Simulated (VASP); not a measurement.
V, 1 atom in the cell. The typed cell holds 1 atom: a = 2.578 Å, b = 2.493 Å, c = 2.674 Å, α = 109.78°, β = 110.56°, γ = 107.54°. 

```yaml
Program: VASP 6.6.1
Task: single point
Functional: PBEsol
Potentials_or_basis: VASP PAW PBE potentials, release 64 (V_sv)
Cutoff: 520 eV
k_mesh: 9 × 9 × 9
Occupations: fermi-dirac, width 0.15 eV
Spin: collinear spin, ferromagnetic start
Starting_moments: "[1.5] μB"
Dipole_correction: no
Further_INCAR_settings: ALGO = Normal; EDIFF = 1e-07; NBANDS = 16
```

Potentials or basis: VASP PAW PBE potentials, release 64 (V_sv).

The run is started by

```bash
$ cat potpaw_PBE.64/V_sv/POTCAR > POTCAR
$ mpirun -np 1 vasp_std > vasp.out
```

Hardware: 1 thread of AMD EPYC 9R45 96-Core Processor (Zen 5) (shared host).

**Question.** How long does it take, and how much memory?

**Answer.** Run time: 61 s on 1 thread of AMD EPYC 9R45 96-Core Processor (Zen 5) (shared host), peak memory 0.19 GiB. Counts: scf iterations 15, k points 365.
